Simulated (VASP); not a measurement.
# SnPt3 (Pm-3m) in VASP: a series of runs

Runs on SnPt3. Level: LDA. Tasks: vibrations by perturbation theory, electric field gradients.

All numbers are computed with VASP 6.6.1; they aren't measurements. Logs are shortened: lines on timing, memory, paths and dates and some standing lists are left out, and cuts for length are marked.

### Step 1. The cell of the first run

The structure is cubic, space group Pm-3m (No. 221). Conventional cell: a = 3.980 Å, b = 3.980 Å, c = 3.980 Å, α = 90.00°, β = 90.00°, γ = 90.00°. Within 3.7 Å of Sn (site symmetry m-3m) lie 12 Pt at 2.81 Å. Within 3.7 Å of Pt (site symmetry 4/mmm) lie 4 Sn at 2.81 Å and 8 Pt at 2.81 Å.

### Step 2. Vibrations by perturbation theory, LDA

INCAR reads:

```
ALGO     = Normal         # electronic algorithm
EDIFF    = 1E-8           # SCF threshold, eV
ENCUT    = 520            # plane-wave cutoff, eV
IBRION   = 8              # ionic algorithm
ISIF     = 2              # what is computed and relaxed
ISMEAR   = -1             # smearing method
LASPH    = True           # aspherical terms in the spheres
LCHARG   = False          # write CHGCAR
LREAL    = False          # projectors in reciprocal space
LWAVE    = False          # write WAVECAR
NBANDS   = 30             # bands
NELM     = 80             # most SCF steps
NSW      = 1              # ionic steps
PREC     = Accurate       # precision mode
SIGMA    = 0.15           # smearing width, eV
```

KPOINTS reads:

```
k-points
0
Gamma
  10 10 10
```

POSCAR reads:

```
SnPt3
1.0
    3.9803788617      0.0000000000      0.0000000000
    0.0000000000      3.9803788617      0.0000000000
    0.0000000000      0.0000000000      3.9803788617
Sn Pt
1 3
Direct
    0.0000000000      0.0000000000      0.0000000000
    0.0000000000      0.5000000000      0.5000000000
    0.5000000000      0.0000000000      0.5000000000
    0.5000000000      0.5000000000      0.0000000000
```

Potentials or basis: VASP PAW LDA potentials, release 64 (Sn_d, Pt).

Launch:

```sh
cat potpaw_LDA.64/Sn_d/POTCAR potpaw_LDA.64/Pt/POTCAR > POTCAR
mpirun -np 1 vasp_std > vasp.out
```

OUTCAR:

```text
EDIFF = 1E-8
   ENCUT = 520
   IBRION = 8
   ISIF = 2
   ISMEAR = -1
   LASPH = True
   LREAL = False
   NELM = 80
   NSW = 1
   PREC = Accurate

 ion  position               nearest neighbor table
   1  0.000  0.000  0.000-   2 2.81   3 2.81   4 2.81   2 2.81   3 2.81   2 2.81   4 2.81   2 2.81
                             3 2.81   4 2.81   3 2.81   4 2.81
   2  0.000  0.500  0.500-   1 2.81   3 2.81   4 2.81   1 2.81   4 2.81   1 2.81   3 2.81   1 2.81
                             3 2.81   4 2.81   4 2.81   3 2.81
   3  0.500  0.000  0.500-   1 2.81   2 2.81   4 2.81   1 2.81   4 2.81   2 2.81   4 2.81   4 2.81
                             1 2.81   2 2.81   1 2.81   2 2.81
   4  0.500  0.500  0.000-   1 2.81   2 2.81   3 2.81   2 2.81   3 2.81   1 2.81   3 2.81   3 2.81
                             1 2.81   2 2.81   2 2.81   1 2.81

  LATTYP: Found a simple cubic cell.
 ALAT       =     3.9803788617

  Lattice vectors:

 A1 = (   3.9803788617,   0.0000000000,   0.0000000000)
 A2 = (   0.0000000000,   3.9803788617,   0.0000000000)
 A3 = (   0.0000000000,   0.0000000000,   3.9803788617)

Analysis of symmetry for initial positions (statically):
=====================================================================
 Subroutine PRICEL returns:
 Original cell was already a primitive cell.

 Routine SETGRP: Setting up the symmetry group for a
 simple cubic supercell.

 Subroutine GETGRP returns: Found 48 space group operations
 (whereof 48 operations were pure point group operations)
 out of a pool of 48 trial point group operations.

The static configuration has the point symmetry O_h .

Analysis of symmetry for dynamics (positions and initial velocities):
=====================================================================
 Subroutine PRICEL returns:
 Original cell was already a primitive cell.

 Routine SETGRP: Setting up the symmetry group for a
 simple cubic supercell.

 Subroutine GETGRP returns: Found 48 space group operations
 (whereof 48 operations were pure point group operations)
 out of a pool of 48 trial point group operations.

The dynamic configuration has the point symmetry O_h .

 Subroutine INISYM returns: Found 48 space group operations
 (whereof 48 operations are pure point group operations),
 and found     1 'primitive' translations

----------------------------------------------------------------------------------------

                                     Primitive cell

  volume of cell :      63.0628

  direct lattice vectors                    reciprocal lattice vectors
     3.980378862  0.000000000  0.000000000     0.251232366  0.000000000  0.000000000
     0.000000000  3.980378862  0.000000000     0.000000000  0.251232366  0.000000000
     0.000000000  0.000000000  3.980378862     0.000000000  0.000000000  0.251232366

  length of vectors
     3.980378862  3.980378862  3.980378862     0.251232366  0.251232366  0.251232366

  position of ions in fractional coordinates (direct lattice)
     0.000000000  0.000000000  0.000000000
     0.000000000  0.500000000  0.500000000
     0.500000000  0.000000000  0.500000000
     0.500000000  0.500000000  0.000000000

  ion indices of the primitive-cell ions
   primitive index   ion index
                 1           1
[... 128 lines left out ...]
 cond. band min:      12.2351252169   @ k =   0.0000   0.0000   0.0000
 fundamental gap:      0.1414192479
 Fermi energy:        12.1643040007

 k-point     1 :       0.0000    0.0000    0.0000
  band No.  band energies     occupation
      1      -9.8263      2.00000
      2      -9.8263      2.00000
      3      -9.8104      2.00000
      4      -9.8104      2.00000
      5      -9.8104      2.00000
      6      -0.1283      2.00000
[... 781 lines left out ...]
     29      20.2542      0.00000
     30      21.5554      0.00000

 [... further k-points ...]
[... 5 lines left out ...]
  --------------------------------------------------------------------------------------
  -------------------------------------------------------------------------------------
  Total        0.3049638      0.3049638      0.3049638      0.0000000      0.0000000     -0.0000000
  in kB        7.7479285      7.7479285      7.7479285      0.0000000      0.0000000     -0.0000000
  external PRESSURE =       7.7479285 kB  Pullay stress =       0.0000000 kB

 VOLUME and BASIS-vectors are now :
 -----------------------------------------------------------------------------
  energy-cutoff  :      520.00
  volume of cell :       63.06
      direct lattice vectors                 reciprocal lattice vectors
     3.980378862  0.000000000  0.000000000     0.251232366  0.000000000  0.000000000
     0.000000000  3.980378862  0.000000000     0.000000000  0.251232366  0.000000000
     0.000000000  0.000000000  3.980378862     0.000000000  0.000000000  0.251232366

 POSITION                                       TOTAL-FORCE (eV/Angst)
 -----------------------------------------------------------------------------------
      0.00000      0.00000      0.00000         0.000000      0.000000      0.000000
      0.00000      1.99019      1.99019         0.000000      0.000000      0.000000
      1.99019      0.00000      1.99019         0.000000      0.000000      0.000000
      1.99019      1.99019      0.00000         0.000000      0.000000      0.000000
 -----------------------------------------------------------------------------------
    total drift:                                0.000000      0.000000     -0.000000

  FREE ENERGIE OF THE ION-ELECTRON SYSTEM (eV)
  ---------------------------------------------------
  free  energy   TOTEN  =       -28.6290821021 eV

  energy  without entropy=      -28.5355532422  energy(sigma->0) =      -28.58231767

[... ionic steps 2 to 3 ...]

--------------------------------------- Ionic step        4  -------------------------------------------

------------------------ aborting loop because EDIFF is reached ----------------------------------------

[... ionic steps 5 to 6 ...]

--------------------------------------- Ionic step        7  -------------------------------------------

------------------------ aborting loop because EDIFF is reached ----------------------------------------

--------------------------------------- Ionic step        8  -------------------------------------------

 Free energy of the ion-electron system (eV)
  ---------------------------------------------------
  ---------------------------------------------------
  free energy    TOTEN  =        -0.25962050 eV

  energy without entropy =       -0.25962050

------------------------ aborting loop because EDIFF is reached ----------------------------------------

 INTERNAL STRAIN TENSOR  FOR ION    2  DIRECTION 2   (eV/Angst):
 -----------------------------------------------------------------------------
    -0.01381  0.00000  0.00000
     0.00000  0.02834  0.00000
     0.00000  0.00000 -0.00118

 INTERNAL STRAIN TENSOR FOR ION    4 for displacements in x,y,z  (eV/Angst):
          X           Y           Z          XY          YZ          ZX
  --------------------------------------------------------------------------------
  x     0.00000     0.00000     0.00000     0.00000     0.00000     0.00000
  y     0.00000     0.00000     0.00000     0.00000     0.00000     0.00000
  z     0.00000     0.00000     0.00000     0.00000     0.00000     0.00000

 SECOND DERIVATIVES (NOT SYMMETRIZED)
 ------------------------------------
               1X          1Y          1Z          2X          2Y          2Z          3X          3Y          3Z          4X          4Y          4Z
  1X    -6.386201   -0.000000    0.000000   -1.837889    0.000000   -0.000000    4.112045   -0.000000   -0.000000    4.112045   -0.000000   -0.000000
  1Y    -0.000000   -6.386201    0.000000   -0.000000    4.112045   -0.000000    0.000000   -1.837889    0.000000   -0.000000    4.112045    0.000000
  1Z     0.000000    0.000000   -6.386201    0.000000   -0.000000    4.112045   -0.000000    0.000000    4.112045    0.000000    0.000000   -1.837889
  2X    -1.859406    0.000000   -0.000000  -10.975622   -0.000000   -0.000000    6.417514    0.000000   -0.000000    6.417514    0.000000   -0.000000
  2Y     0.000000    4.088618    0.000000    0.000000   -8.343842    0.000000    0.000000    6.418074    0.000000    0.000000   -2.162850    0.000000
  2Z     0.000000    0.000000    4.088618    0.000000    0.000000   -8.343842    0.000000    0.000000   -2.162850    0.000000    0.000000    6.418074
  3X     4.088618    0.000000    0.000000    6.418074    0.000000    0.000000   -8.343842    0.000000    0.000000   -2.162850    0.000000    0.000000
  3Y     0.000000   -1.859406   -0.000000    0.000000    6.417514   -0.000000    0.000000  -10.975622   -0.000000   -0.000000    6.417514    0.000000
  3Z     0.000000    0.000000    4.088618    0.000000    0.000000   -2.162850    0.000000    0.000000   -8.343842    0.000000    0.000000    6.418074
  4X     4.088618    0.000000    0.000000    6.418074    0.000000    0.000000   -2.162850    0.000000    0.000000   -8.343842    0.000000    0.000000
  4Y     0.000000    4.088618    0.000000    0.000000   -2.162850    0.000000    0.000000    6.418074    0.000000    0.000000   -8.343842    0.000000
  4Z     0.000000    0.000000   -1.859406    0.000000    0.000000    6.417514    0.000000    0.000000    6.417514    0.000000    0.000000  -10.975622

 Eigenvectors and eigenvalues of the dynamical matrix
 ----------------------------------------------------

   1 f  =    5.438867 THz    34.173409 2PiTHz  181.421072 cm-1    22.493336 meV
             X         Y         Z           dx          dy          dz
      0.000000  0.000000  0.000000     0.050048    0.471677   -0.078660
      0.000000  1.990189  1.990189     0.059251   -0.462652    0.077155
      1.990189  0.000000  1.990189    -0.049090    0.558415    0.077155
      1.990189  1.990189  0.000000    -0.049090   -0.462652   -0.093125
[... 71 lines left out ...]
  12 f/i=    0.008864 THz     0.055694 2PiTHz    0.295669 cm-1     0.036658 meV
             X         Y         Z           dx          dy          dz
      0.000000  0.000000  0.000000    -0.099016    0.347446    0.190415
      0.000000  1.990189  1.990189    -0.127949    0.448064    0.245557
      1.990189  0.000000  1.990189    -0.127690    0.448972    0.245557
      1.990189  1.990189  0.000000    -0.127690    0.448064    0.246055

--------------------------------------------------------------------------------------------------------

 ELASTIC MODULI CONTR FROM IONIC RELAXATION (kBar)
 Direction    XX          YY          ZZ          XY          YZ          ZX
 --------------------------------------------------------------------------------
 XX           0.0000      0.0000      0.0000      0.0000      0.0000      0.0000
 YY           0.0000      0.0000      0.0000      0.0000      0.0000      0.0000
 ZZ           0.0000      0.0000      0.0000      0.0000      0.0000      0.0000
 XY           0.0000      0.0000      0.0000      0.0000      0.0000      0.0000
 YZ           0.0000      0.0000      0.0000      0.0000      0.0000      0.0000
 ZX           0.0000      0.0000      0.0000      0.0000      0.0000      0.0000
 --------------------------------------------------------------------------------
```

Wall time 15 min (1 thread of AMD EPYC 7R13 (Zen 3), shared host); peak memory 0.8 GiB.

What came out:

```yaml
Highest_phonon_frequency_at_Γ: 181 cm⁻¹
```

Phonon frequencies in cm⁻¹ (negative: imaginary):
| q point | frequencies |
| --- | --- |
| (0.000, 0.000, 0.000) | 0 0 0 93 93 93 108 108 108 181 181 181 |

Caveat: spin-orbit coupling is left out, which moves the levels of the heavy elements.

(Continued in part 2 of 2.)
